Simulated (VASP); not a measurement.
# SiC (P6_3mc) in VASP: single point with HSE06

Aim: the single point of SiC with HSE06.

Program: VASP 6.6.1. These are calculated values, not measurements. Logs are shortened: lines on timing, memory, paths and dates and some standing lists are left out, and cuts for length are marked.

## Step 1: The cell of the first run

Symmetry: P6_3mc, No. 186, hexagonal system. Conventional cell: a = 3.139 Å, b = 3.139 Å, c = 10.043 Å, α = 90.00°, β = 90.00°, γ = 120.00°. Within 2.5 Å of Si (site symmetry 3m) lie 4 C at 1.89 to 1.91 Å. Si (site symmetry 3m) has 4 C at 1.90 to 1.92 Å within 2.5 Å. Within 2.5 Å of C (site symmetry 3m) lie 4 Si at 1.89 to 1.92 Å. Within 2.5 Å of C (site symmetry 3m) lie 4 Si at 1.90 to 1.91 Å.

## Step 2: Single point, HSE06 (epitaxial xy strain +2.0%)

Contents of POSCAR:

```
SiC
1.0
    3.1391061337      0.0000000000      0.0000000000
   -1.5695530668      2.7185456570      0.0000000000
    0.0000000000      0.0000000000     10.0433124089
Si C
4 4
Direct
    0.0000000000      0.0000000000     -0.0006527018
    0.3333333333      0.6666666667      0.2494399502
    0.0000000000      0.0000000000      0.4993472982
    0.6666666667      0.3333333333      0.7494399502
    0.0000000000      0.0000000000      0.1877176221
    0.3333333333      0.6666666667      0.4384951295
    0.0000000000      0.0000000000      0.6877176221
    0.6666666667      0.3333333333      0.9384951295
```

Contents of INCAR.step1:

```
SYSTEM = SiC
PREC = Accurate
ENCUT = 520
EDIFF = 1E-5
ISMEAR = 0
SIGMA = 0.01
LREAL = .False.
LASPH = .True.
NELM = 100
ALGO = Normal
ISIF = 2
LWAVE = .True.
GGA = PE
NBANDS = 26
```

Contents of INCAR.step2:

```
SYSTEM = SiC
PREC = Accurate
ENCUT = 520
EDIFF = 1E-7
ISMEAR = 0
SIGMA = 0.01
LREAL = .False.
LASPH = .True.
NELM = 100
ALGO = Normal
ISIF = 2
LWAVE = .False.
LCHARG = .True.
GGA = PE
LHFCALC = .True.
HFSCREEN = 0.2079
PRECFOCK = Fast
LELF = .True.
LVHAR = .True.
ISTART = 1
NBANDS = 26
```

Contents of KPOINTS:

```
Automatic mesh
0
Gamma
  6 6 2
  0 0 0
```

Potentials or basis: VASP PAW PBE potentials, release 64 (Si, C).

Started as:

```bash
> cat potpaw_PBE.64/Si/POTCAR potpaw_PBE.64/C/POTCAR > POTCAR
> cp INCAR.step1 INCAR
> mpirun -np 1 vasp_std > vasp.out
> cp INCAR.step2 INCAR
> mpirun -np 1 vasp_std > vasp.out
```

OUTCAR:

```text
SYSTEM = SiC
   PREC = Accurate
   ENCUT = 520
   EDIFF = 1E-7
   ISMEAR = 0
   LREAL = .False.
   LASPH = .True.
   NELM = 100
   ISIF = 2
   GGA = PE
   LHFCALC = .True.
   HFSCREEN = 0.2079
   PRECFOCK = Fast
   ISTART = 1

 ion  position               nearest neighbor table
   1  0.000  0.000  0.999-   5 1.89   8 1.91   8 1.91   8 1.91   4 3.10   4 3.10   4 3.10   2 3.10
                             2 3.10   2 3.10
   2  0.333  0.667  0.249-   6 1.90   5 1.92   5 1.92   5 1.92   3 3.10   3 3.10   3 3.10   1 3.10
                             1 3.10   1 3.10
   3  0.000  0.000  0.499-   7 1.89   6 1.91   6 1.91   6 1.91   2 3.10   2 3.10   2 3.10   4 3.10
                             4 3.10   4 3.10
   4  0.667  0.333  0.749-   8 1.90   7 1.92   7 1.92   7 1.92   1 3.10   1 3.10   1 3.10   3 3.10
                             3 3.10   3 3.10
   5  0.000  0.000  0.188-   1 1.89   2 1.92   2 1.92   2 1.92
   6  0.333  0.667  0.438-   2 1.90   3 1.91   3 1.91   3 1.91
   7  0.000  0.000  0.688-   3 1.89   4 1.92   4 1.92   4 1.92
   8  0.667  0.333  0.938-   4 1.90   1 1.91   1 1.91   1 1.91

  LATTYP: Found a hexagonal cell.
 ALAT       =     3.1391061337
 C/A-ratio  =     3.1994179174

  Lattice vectors:

 A1 = (   3.1391061337,   0.0000000000,   0.0000000000)
 A2 = (  -1.5695530668,   2.7185456570,   0.0000000000)
 A3 = (   0.0000000000,   0.0000000000,  10.0433124089)

Analysis of symmetry for initial positions (statically):
=====================================================================
 Subroutine PRICEL returns:
 Original cell was already a primitive cell.

 Routine SETGRP: Setting up the symmetry group for a
 hexagonal supercell.

 Subroutine GETGRP returns: Found 12 space group operations
 (whereof  6 operations were pure point group operations)
 out of a pool of 24 trial point group operations.

The static configuration has the point symmetry C_3v.
 The point group associated with its full space group is C_6v.

Analysis of symmetry for dynamics (positions and initial velocities):
=====================================================================
 Subroutine PRICEL returns:
 Original cell was already a primitive cell.

 Routine SETGRP: Setting up the symmetry group for a
 hexagonal supercell.

 Subroutine GETGRP returns: Found 12 space group operations
 (whereof  6 operations were pure point group operations)
 out of a pool of 24 trial point group operations.

The dynamic configuration has the point symmetry C_3v.
 The point group associated with its full space group is C_6v.

 Subroutine INISYM returns: Found 12 space group operations
 (whereof  6 operations are pure point group operations),
 and found     1 'primitive' translations

----------------------------------------------------------------------------------------

                                     Primitive cell

  volume of cell :      85.7077

  direct lattice vectors                    reciprocal lattice vectors
     3.139106134  0.000000000  0.000000000     0.318562023  0.183921870  0.000000000
    -1.569553067  2.718545657  0.000000000     0.000000000  0.367843739  0.000000000
     0.000000000  0.000000000 10.043312409     0.000000000  0.000000000  0.099568744

  length of vectors
     3.139106134  3.139106134 10.043312409     0.367843739  0.367843739  0.099568744

  position of ions in fractional coordinates (direct lattice)
     0.000000000  0.000000000  0.999347298
     0.333333333  0.666666667  0.249439950
     0.000000000  0.000000000  0.499347298
     0.666666667  0.333333333  0.749439950
     0.000000000  0.000000000  0.187717622
     0.333333333  0.666666667  0.438495129
     0.000000000  0.000000000  0.687717622
     0.666666667  0.333333333  0.938495129

  ion indices of the primitive-cell ions
   primitive index   ion index
                 1           1
                 2           2
                 3           3
                 4           4
                 5           5
                 6           6
                 7           7
                 8           8

----------------------------------------------------------------------------------------

 KPOINTS: Automatic mesh

Automatic generation of k-mesh.
 Grid dimensions read from file:
 generate k-points for:    6    6    2

 Generating k-lattice:

  Cartesian coordinates                     Fractional coordinates (reciprocal lattice)
     0.053093670  0.030653645  0.000000000     0.166666667  0.000000000  0.000000000
     0.000000000  0.061307290  0.000000000     0.000000000  0.166666667  0.000000000
     0.000000000  0.000000000  0.049784372     0.000000000  0.000000000  0.500000000

  Length of vectors
     0.061307290  0.061307290  0.049784372

  Shift w.r.t. Gamma in fractional coordinates (k-lattice)
     0.000000000  0.000000000  0.000000000

 Subroutine IBZKPT returns following result:
 ===========================================

 Found     14 irreducible k-points:

 Following reciprocal coordinates:
            Coordinates               Weight
  0.000000  0.000000  0.000000      1.000000
  0.166667  0.000000  0.000000      6.000000
  0.333333  0.000000  0.000000      6.000000
  0.500000  0.000000  0.000000      3.000000
  0.166667  0.166667  0.000000      6.000000
  0.333333  0.166667  0.000000     12.000000
  0.333333  0.333333  0.000000      2.000000
  0.000000  0.000000  0.500000      1.000000
  0.166667  0.000000  0.500000      6.000000
  0.333333  0.000000  0.500000      6.000000
  0.500000  0.000000  0.500000      3.000000
  0.166667  0.166667  0.500000      6.000000
  0.333333  0.166667  0.500000     12.000000
  0.333333  0.333333  0.500000      2.000000
   k-points           NKPTS =     14   k-points in BZ     NKDIM =     72   number of bands    NBANDS=     26
   number of dos      NEDOS =    301   number of ions     NIONS =      8
   total plane-waves  NPLWV =  46080
   dimension x,y,z NGX =    24 NGY =   24 NGZ =   80
   dimension x,y,z NGXF=    48 NGYF=   48 NGZF=  160
   ions per type =               4   4
   NGX,Y,Z   is equivalent  to a cutoff of  12.71, 12.71, 13.24 a.u.
   NGXF,Y,Z  is equivalent  to a cutoff of  25.42, 25.42, 26.48 a.u.
 SYSTEM =  SiC
   PREC   = accura    normal or accurate (medium, high low for compatibility)
   ISTART =      1    job   : 0-new  1-cont  2-samecut
   ICHARG =      0    charge: 1-file 2-atom 10-const
   ISPIN  =      1    spin polarized calculation?
   LNONCOLLINEAR =      F non collinear calculations
   LSORBIT =      F    spin-orbit coupling
   LASPH  =      T    aspherical Exc in radial PAW
   ENCUT  =  520.0 eV  38.22 Ry    6.18 a.u.   5.84  5.84 18.67*2*pi/ulx,y,z
   NELM   =    100;   NELMIN=  2; NELMDL=  0     # of ELM steps
   EDIFF  = 0.1E-06   stopping-criterion for ELM
   LREAL  =      F    real-space projection
   EDIFFG = 0.1E-05   stopping-criterion for IOM
   NSW    =      0    number of steps for IOM
   IBRION =     -1    ionic relax: 0-MD 1-quasi-New 2-CG
   NFREE  =      0    steps in history (QN), initial steepest desc. (CG)
   ISIF   =      2    stress and relaxation
   ISYM   =      3    0-nonsym 1-usesym 2-fastsym
   POTIM  = 0.5000    time-step for ionic-motion
   TEBEG  =    0.0;   TEEND  =   0.0 temperature during run
   PSTRESS=    0.0 pullay stress
   NELECT =      32.0000    total number of electrons
   NUPDOWN=      -1.0000    fix difference up-down
   EMIN   =  10.00;   EMAX   =-10.00  energy-range for DOS
   EFERMI =   0.00;   METHOD = LEGACY
   ISMEAR =     0;   SIGMA  =   0.01  broadening in eV -4-tet -1-fermi 0-gaus
   EFERMI_NEDOS =   21; number of points for ismear=-14 and -15
   IALGO  =     38    algorithm
   IMIX   =      1    mixing-type and parameters
     AMIX     =   0.40;   BMIX     =  1.00
     AMIX_MAG =   1.60;   BMIX_MAG =  1.00
  volume/ion in A,a.u.               =      10.71        72.30
  Fermi-wavevector in a.u.,A,eV,Ry     =   1.178831  2.227668 18.907241  1.389643
  Thomas-Fermi vector in A             =   2.315153
   LORBIT       =      0    0 simple, 1 ext, 2 COOP (PROOUT), +10 PAW based schemes
   GGA     = PE    functional components
   LHFCALC =     T    Hartree Fock is set to
   PRECFOCK=fast      Normal, Fast or Accurate (Low or Medium for compatibility)
   ENCUT4O =  -1.0   cutoff for four orbital integrals eV
   NKREDX  =     1    reduce k-point grid by
   NKREDY  =     1    reduce k-point grid by
   NKREDZ  =     1    reduce k-point grid by
   AEXX    =    0.2500 exact exchange contribution
   HFSCREEN=    0.2079 screening length (either q_TF or 0.3 A-1)
   HFSCREENC=   0.2079 screening length for correlation (either q_TF or 0.3 A-1)
   ENCUTFOCK=  -1.0 apply spherical cutoff to Coloumb kernel
   IVDW    =     0    specifies the selected vdW correction
   LEPSILON=     F    determine dielectric tensor
   LRPA    =     F    only Hartree local field effects (RPA)
 non-spin polarized calculation
 Gauss-broadening in eV      SIGMA  =   0.01
  energy-cutoff  :      520.00
  volume of cell :       85.71
 maximum number of plane-waves:      2326
 NGX is ok and might be reduce to    24
  NGX = 14; NGY = 14; NGZ = 48

 number of electron      32.0000003 magnetization

 Free energy of the ion-electron system (eV)
  ---------------------------------------------------
  ext. energy  EPLUGINS =         0.00000000
  ---------------------------------------------------
  free energy    TOTEN  =       -69.53622454 eV

  energy without entropy =      -69.53622454  energy(sigma->0) =      -69.53622454

 E-fermi :   7.3154     XC(G=0):  -9.2362

 val. band max:        7.2706526039   @ k =   0.0000   0.0000   0.0000
 cond. band min:      10.3274820068   @ k =   0.5000   0.0000   0.0000
 fundamental gap:      3.0568294029
 Fermi energy:         7.3154226643

 k-point     1 :       0.0000    0.0000    0.0000
  band No.  band energies     occupation
      1      -9.5944      2.00000
      2      -8.3050      2.00000
      3      -8.2667      2.00000
      4      -5.7025      2.00000
      5      -1.9733      2.00000
      6       2.6519      2.00000
[... 18 lines left out ...]
     25      15.9155      0.00000
     26      16.2171      0.00000

 k-point     2 :       0.1667    0.0000    0.0000
  band No.  band energies     occupation
      1      -9.0966      2.00000
      2      -7.8267      2.00000
      3      -7.7853      2.00000
      4      -5.2996      2.00000
      5      -1.5273      2.00000
      6       2.5283      2.00000
[... 18 lines left out ...]
     25      16.1070      0.00000
     26      16.5262      0.00000

 k-point     3 :       0.3333    0.0000    0.0000
  band No.  band energies     occupation
      1      -7.6734      2.00000
      2      -6.5042      2.00000
      3      -6.4460      2.00000
      4      -4.3955      2.00000
      5      -0.7853      2.00000
      6      -0.0398      2.00000
[... 18 lines left out ...]
     25      17.2524      0.00000
     26      17.5394      0.00000

 k-point     4 :       0.5000    0.0000    0.0000
  band No.  band energies     occupation
      1      -6.0913      2.00000
      2      -5.4981      2.00000
      3      -5.2393      2.00000
      4      -4.4340      2.00000
      5      -2.0019      2.00000
      6      -1.6825      2.00000
[... 18 lines left out ...]
     25      17.2421      0.00000
     26      18.9414      0.00000
[... 206 lines left out ...]
      1      -7.8128      2.00000
      2      -7.8128      2.00000
      3      -5.5385      2.00000
      4      -5.5385      2.00000
      5       0.1388      2.00000
      6       0.1388      2.00000
[... 18 lines left out ...]
     25      16.8142      0.00000
     26      16.8142      0.00000

 k-point    13 :       0.3333    0.1667    0.5000
  band No.  band energies     occupation
      1      -6.1459      2.00000
      2      -6.1459      2.00000
      3      -4.5845      2.00000
      4      -4.5845      2.00000
      5      -1.0991      2.00000
      6      -1.0991      2.00000
[... 18 lines left out ...]
     25      17.1565      0.00000
     26      17.1565      0.00000

 k-point    14 :       0.3333    0.3333    0.5000
  band No.  band energies     occupation
      1      -4.8589      2.00000
      2      -4.8589      2.00000
      3      -4.7773      2.00000
      4      -4.7773      2.00000
      5      -0.7725      2.00000
      6      -0.7725      2.00000
[... 18 lines left out ...]
     25      18.4293      0.00000
     26      18.4293      0.00000

------------------------ aborting loop because EDIFF is reached ----------------------------------------

  FORCE on cell =-STRESS in cart. coord.  units (eV):
  Direction    XX          YY          ZZ          XY          YZ          ZX
  --------------------------------------------------------------------------------------
  -------------------------------------------------------------------------------------
  Total       -6.9035654     -6.9035654     -0.9510296     -0.0000000      0.0000000      0.0000000
  in kB     -129.0519068   -129.0519068    -17.7780861     -0.0000000      0.0000000      0.0000000
  external PRESSURE =     -91.9606332 kB  Pullay stress =       0.0000000 kB

 VOLUME and BASIS-vectors are now :
 -----------------------------------------------------------------------------
  energy-cutoff  :      520.00
  volume of cell :       85.71
      direct lattice vectors                 reciprocal lattice vectors
     3.139106134  0.000000000  0.000000000     0.318562023  0.183921870  0.000000000
    -1.569553067  2.718545657  0.000000000     0.000000000  0.367843739  0.000000000
     0.000000000  0.000000000 10.043312409     0.000000000  0.000000000  0.099568744

 POSITION                                       TOTAL-FORCE (eV/Angst)
 -----------------------------------------------------------------------------------
      0.00000      0.00000     10.03676        -0.000000      0.000000     -0.022286
     -0.00000      1.81236      2.50520         0.000000     -0.000000     -0.012800
      0.00000      0.00000      5.01510         0.000000     -0.000000     -0.022286
      1.56955      0.90618      7.52686         0.000000     -0.000000     -0.012800
      0.00000      0.00000      1.88531         0.000000     -0.000000      0.020216
     -0.00000      1.81236      4.40394        -0.000000     -0.000000      0.014871
      0.00000      0.00000      6.90696        -0.000000      0.000000      0.020216
      1.56955      0.90618      9.42560         0.000000     -0.000000      0.014871
 -----------------------------------------------------------------------------------
    total drift:                               -0.000001     -0.000002      0.000235

  FREE ENERGIE OF THE ION-ELECTRON SYSTEM (eV)
  ---------------------------------------------------
  free  energy   TOTEN  =       -69.5362245370 eV

  energy  without entropy=      -69.5362245370  energy(sigma->0) =      -69.53622454
```

It took 44 min on 1 thread of Oxide Virtual Turin-like, shared host; peak memory 0.29 GiB.

What came out:

| Item | Value |
| --- | --- |
| Free energy | -69.5362 eV |
| Pressure | -9.2 GPa |
| Largest force | 0.022 eV/Å |
| Band gap on the k mesh | 3.06 eV (least direct gap 4.34 eV) |

Forces on the atoms (eV/Å):
```
Si   0.000  0.000 -0.022
Si   0.000  0.000 -0.013
Si   0.000  0.000 -0.022
Si   0.000  0.000 -0.013
C    0.000  0.000  0.020
C    0.000  0.000  0.015
C    0.000  0.000  0.020
C    0.000  0.000  0.015
```

Stress tensor (GPa, compression positive):
```
-12.91   0.00   0.00
  0.00 -12.91   0.00
  0.00   0.00  -1.78
```

Caveat: the cell differs from its parent crystal (epitaxial xy strain +2.0%); the stress differs along the axes, from -13 to -2 GPa; the PAW data sets were made with another functional, which shifts forces and pressure a little.
